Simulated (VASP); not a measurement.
# BiAu (rocksalt type) (Fm-3m) in VASP: a series of runs, part 2 of 3

VASP 6.6.1.

### Step 3. Electric field gradients, PBE (volume scaled by 0.98)

File INCAR:

```
SYSTEM = BiAu
ALGO = Normal ; EDIFF = 1E-8
ENCUT = 400 ; GGA = PE
GGA_COMPAT = .False. ; ISIF = 2
ISMEAR = -1 ; LASPH = .True.
LCHARG = .False. ; LEFG = .True.
LREAL = .False. ; LWAVE = .False.
NBANDS = 20 ; NELM = 120
PREC = Accurate ; SIGMA = 0.03
```

File KPOINTS:

```
k-points
0
Gamma
  12 12 12
  0 0 0
```

File POSCAR:

```
BiAu
1.0
    0.0000000000      2.9525027962      2.9525027962
    2.9525027962      0.0000000000      2.9525027962
    2.9525027962      2.9525027962      0.0000000000
Au Bi
1 1
Direct
    0.0000000000      0.0000000000      0.0000000000
    0.5000000000      0.5000000000      0.5000000000
```

Potentials or basis: VASP PAW PBE potentials, release 64 (Au, Bi_d).

Run with:

```sh
cat potpaw_PBE.64/Au/POTCAR potpaw_PBE.64/Bi_d/POTCAR > POTCAR
mpirun -np 1 vasp_std > vasp.out
```

OUTCAR:

```text
SYSTEM = BiAu
   EDIFF = 1E-8
   ENCUT = 400
   GGA = PE
   ISIF = 2
   ISMEAR = -1
   LASPH = .True.
   LREAL = .False.
   NELM = 120
   PREC = Accurate

 ion  position               nearest neighbor table
   1  0.000  0.000  0.000-   2 2.95   2 2.95   2 2.95   2 2.95   2 2.95   2 2.95
   2  0.500  0.500  0.500-   1 2.95   1 2.95   1 2.95   1 2.95   1 2.95   1 2.95

  LATTYP: Found a face centered cubic cell.
 ALAT       =     5.9050055924

  Lattice vectors:

 A1 = (   0.0000000000,   2.9525027962,   2.9525027962)
 A2 = (   2.9525027962,   0.0000000000,   2.9525027962)
 A3 = (   2.9525027962,   2.9525027962,   0.0000000000)

Analysis of symmetry for initial positions (statically):
=====================================================================
 Subroutine PRICEL returns:
 Original cell was already a primitive cell.

 Routine SETGRP: Setting up the symmetry group for a
 face centered cubic supercell.

 Subroutine GETGRP returns: Found 48 space group operations
 (whereof 48 operations were pure point group operations)
 out of a pool of 48 trial point group operations.

The static configuration has the point symmetry O_h .

Analysis of symmetry for dynamics (positions and initial velocities):
=====================================================================
 Subroutine PRICEL returns:
 Original cell was already a primitive cell.

 Routine SETGRP: Setting up the symmetry group for a
 face centered cubic supercell.

 Subroutine GETGRP returns: Found 48 space group operations
 (whereof 48 operations were pure point group operations)
 out of a pool of 48 trial point group operations.

The dynamic configuration has the point symmetry O_h .

 Subroutine INISYM returns: Found 48 space group operations
 (whereof 48 operations are pure point group operations),
 and found     1 'primitive' translations

----------------------------------------------------------------------------------------

                                     Primitive cell

  volume of cell :      51.4755

  direct lattice vectors                    reciprocal lattice vectors
     0.000000000  2.952502796  2.952502796    -0.169347850  0.169347850  0.169347850
     2.952502796  0.000000000  2.952502796     0.169347850 -0.169347850  0.169347850
     2.952502796  2.952502796  0.000000000     0.169347850  0.169347850 -0.169347850

  length of vectors
     4.175469497  4.175469497  4.175469497     0.293319080  0.293319080  0.293319080

  position of ions in fractional coordinates (direct lattice)
     0.000000000  0.000000000  0.000000000
     0.500000000  0.500000000  0.500000000

  ion indices of the primitive-cell ions
   primitive index   ion index
                 1           1
                 2           2

----------------------------------------------------------------------------------------

 KPOINTS: k-points

Automatic generation of k-mesh.
 Grid dimensions read from file:
[... 63 lines left out ...]
   ENCUT  =  400.0 eV  29.40 Ry    5.42 a.u.   6.81  6.81  6.81*2*pi/ulx,y,z
   NELM   =    120;   NELMIN=  2; NELMDL= -5     # of ELM steps
   EDIFF  = 0.1E-07   stopping-criterion for ELM
   LREAL  =      F    real-space projection
   EDIFFG = 0.1E-06   stopping-criterion for IOM
   NSW    =      0    number of steps for IOM
   IBRION =     -1    ionic relax: 0-MD 1-quasi-New 2-CG
   NFREE  =      0    steps in history (QN), initial steepest desc. (CG)
   ISIF   =      2    stress and relaxation
   ISYM   =      2    0-nonsym 1-usesym 2-fastsym
   POTIM  = 0.5000    time-step for ionic-motion
   TEBEG  =    0.0;   TEEND  =   0.0 temperature during run
   PSTRESS=    0.0 pullay stress
   NELECT =      26.0000    total number of electrons
   NUPDOWN=      -1.0000    fix difference up-down
   EMIN   =  10.00;   EMAX   =-10.00  energy-range for DOS
   EFERMI =   0.00;   METHOD = LEGACY
   ISMEAR =    -1;   SIGMA  =   0.03  broadening in eV -4-tet -1-fermi 0-gaus
   EFERMI_NEDOS =   21; number of points for ismear=-14 and -15
   IALGO  =     38    algorithm
   IMIX   =      4    mixing-type and parameters
     AMIX     =   0.40;   BMIX     =  1.00
     AMIX_MAG =   1.60;   BMIX_MAG =  1.00
  volume/ion in A,a.u.               =      25.74       173.69
  Fermi-wavevector in a.u.,A,eV,Ry     =   1.303764  2.463757 23.127189  1.699800
  Thomas-Fermi vector in A             =   2.434744
   LORBIT       =      0    0 simple, 1 ext, 2 COOP (PROOUT), +10 PAW based schemes
   GGA     = PE    functional components
   LHFCALC =     F    Hartree Fock is set to
   AEXX    =    0.0000 exact exchange contribution
   IVDW    =     0    specifies the selected vdW correction
   LEPSILON=     F    determine dielectric tensor
   LRPA    =     F    only Hartree local field effects (RPA)
 non-spin polarized calculation
  energy-cutoff  :      400.00
  volume of cell :       51.48
 maximum number of plane-waves:       950
   NGX = 13   NGY = 13   NGZ = 13

 number of electron      25.9999988 magnetization

 Free energy of the ion-electron system (eV)
  ---------------------------------------------------
  ext. energy  EPLUGINS =         0.00000000
  ---------------------------------------------------
  free energy    TOTEN  =        -7.14606144 eV

  energy without entropy =       -7.14317321  energy(sigma->0) =       -7.14461733

 E-fermi :   7.5553     XC(G=0): -10.7198

 val. band max:        7.5097370848   @ k =   0.2500   0.2500   0.0000
 cond. band min:       7.5628949317   @ k =   0.3333   0.2500   0.0000
 fundamental gap:      0.0531578469
 Fermi energy:         7.5553331480

 k-point     1 :       0.0000    0.0000    0.0000
  band No.  band energies     occupation
      1     -15.3603      2.00000
      2     -15.3603      2.00000
      3     -15.3377      2.00000
      4     -15.3377      2.00000
      5     -15.3377      2.00000
      6      -4.9455      2.00000
[... 541 lines left out ...]
     19      18.1309      0.00000
     20      19.2415      0.00000

 [... further k-points ...]
[... 5 lines left out ...]
  --------------------------------------------------------------------------------------
  -------------------------------------------------------------------------------------
  Total        0.4537096      0.4537096      0.4537096      0.0000000      0.0000000      0.0000000
  in kB       14.1217200     14.1217200     14.1217200      0.0000000      0.0000000      0.0000000
  external PRESSURE =      14.1217200 kB  Pullay stress =       0.0000000 kB

 VOLUME and BASIS-vectors are now :
 -----------------------------------------------------------------------------
  energy-cutoff  :      400.00
  volume of cell :       51.48
      direct lattice vectors                 reciprocal lattice vectors
     0.000000000  2.952502796  2.952502796    -0.169347850  0.169347850  0.169347850
     2.952502796  0.000000000  2.952502796     0.169347850 -0.169347850  0.169347850
     2.952502796  2.952502796  0.000000000     0.169347850  0.169347850 -0.169347850

 POSITION                                       TOTAL-FORCE (eV/Angst)
 -----------------------------------------------------------------------------------
      0.00000      0.00000      0.00000        -0.000000      0.000000     -0.000000
      2.95250      2.95250      2.95250         0.000000     -0.000000      0.000000
 -----------------------------------------------------------------------------------
    total drift:                                0.000000      0.000000      0.000000

  FREE ENERGIE OF THE ION-ELECTRON SYSTEM (eV)
  ---------------------------------------------------
  free  energy   TOTEN  =        -7.1460614382 eV

  energy  without entropy=       -7.1431732124  energy(sigma->0) =       -7.14461733

 Electric field gradients (V/A^2)
---------------------------------------------------------------------
 ion       V_xx      V_yy      V_zz      V_xy      V_xz      V_yz
---------------------------------------------------------------------
   1      -0.000    -0.000    -0.000     0.000     0.000     0.000
   2       0.000    -0.000     0.000     0.002     0.002     0.002
---------------------------------------------------------------------

 Electric field gradients after diagonalization (V/A^2)
 (convention: |V_zz| > |V_xx| > |V_yy|)
----------------------------------------------------------------------
 ion       V_xx      V_yy      V_zz     asymmetry (V_yy - V_xx)/ V_zz
----------------------------------------------------------------------
   1      -0.000    -0.000     0.000       0.000
   2      -0.002    -0.002     0.005       0.000
----------------------------------------------------------------------

           NMR quadrupolar parameters

 Cq : quadrupolar parameter    Cq=e*Q*V_zz/h
 eta: asymmetry parameters     (V_yy - V_xx)/ V_zz
 Q  : nuclear electric quadrupole moment in mb (millibarn)
----------------------------------------------------------------------
 ion       Cq(MHz)       eta       Q (mb)
----------------------------------------------------------------------
   1       0.000       0.000       1.000
   2       0.000       0.000       1.000
----------------------------------------------------------------------
```

stdout:

```text
POSCAR found type information on POSCAR AuBi
 POSCAR found :  2 types and       2 ions
 scaLAPACK will be used
 LDA part: xc-table for (Slater+PW92), standard interpolation
 POSCAR, INCAR and KPOINTS ok, starting setup
 FFT: planning ... GRIDC
 FFT: planning ... GRID_SOFT
 FFT: planning ... GRID
 WAVECAR not read
 entering main loop
ion   1

ion   2
```

Run time: 46 s. Hardware: 1 thread of Intel Xeon Platinum 8488C (Sapphire Rapids), shared host; peak memory 0.19 GiB.

What came out:

* Free energy: -7.1461 eV
* Pressure: 1.4 GPa
* Band gap on the k mesh: zero (band 13 reaches 10.51 eV, above the bottom of band 14 at 5.15 eV)

Caveat: without QUAD_EFG the Cq values of the log hold for a quadrupole moment of 1 mb, not for the nuclei; spin-orbit coupling is left out, which moves the levels of the heavy elements.

[end of part 2 of 3]
